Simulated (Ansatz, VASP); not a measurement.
**Two plane-wave programs on Rh**

```
Rh
1.0
     0.00000    1.86839    1.86839
     1.86839    0.00000    1.86839
     1.86839    1.86839    0.00000
Rh
1
Direct
  0.00000 0.00000 0.00000
```

Alike in both runs: task single point; functional BLYP; k mesh 23 × 23 × 23; occupations fermi-dirac, width 0.05 eV; collinear spin.

|  | VASP | Ansatz |
| --- | --- | --- |
| version | VASP 6.6.1 | Ansatz 0.2.0 |
| potentials or method | VASP PAW PBE potentials, release 64 (Rh_pv), cutoff 520 eV | plane waves (420 eV) with PAW, scalar-relativistic |
| valence electrons in the cell | 15 | 17 |

```tsv
	VASP	Ansatz	Ansatz less VASP
net moment per atom (μB)	0.00	0.00	0.000
```

VASP's potentials were made for PBE, not for BLYP. VASP's potentials hold 15 valence electrons a cell and Ansatz's 17, so a difference there can come from the potentials and not from the codes. Ansatz's warnings: seeded moment not kept.
